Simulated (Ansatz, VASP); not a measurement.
# One calculation of ScAl3, two programs

```
Sc Al
1.0
    -0.00013    4.09840   -0.00210
     0.00011   -0.00210    4.09782
     8.23306    0.00010    0.00034
Sc Al
2 6
Direct
  0.99994 0.00000 0.00000
  0.99999 0.99997 0.50000
  0.99981 0.50002 0.25002
  0.00020 0.49999 0.75004
  0.50009 0.49995 0.49998
  0.49994 0.50012 0.99997
  0.49993 0.00005 0.25000
  0.50012 0.99990 0.74999
```

Change from the starting cell: cell x2, atoms moved at random (sigma 0.15 Å) and cell strained at random (1.5 %), then relaxed without symmetry.

Alike in both runs: functional PBE; k mesh 6 × 6 × 4; occupations gaussian, width 0.2 eV; no spin polarisation.

Ansatz relaxed the structure, and its values are those at the end. VASP's run is a single point on that final structure, the one shown.

|  | VASP | Ansatz |
| --- | --- | --- |
| version | VASP 6.6.1 | Ansatz 0.2.0 |
| potentials or method | VASP PAW PBE potentials, release 64 (Sc_sv, Al), cutoff 520 eV | scalar-relativistic, plane waves, PAW |
| valence electrons in the cell | 40 | 40 |

Ansatz gave:

| Item | Value |
| --- | --- |
| gap on the k mesh at the Fermi level (eV) | none |
| pressure (GPa) | 0.0 |

Question: Which values does VASP return?

Answer: gap on the k mesh at the Fermi level (eV): none; pressure (GPa): 0.1.

A gap of «none» marks a metal or a gap that the smearing closes.
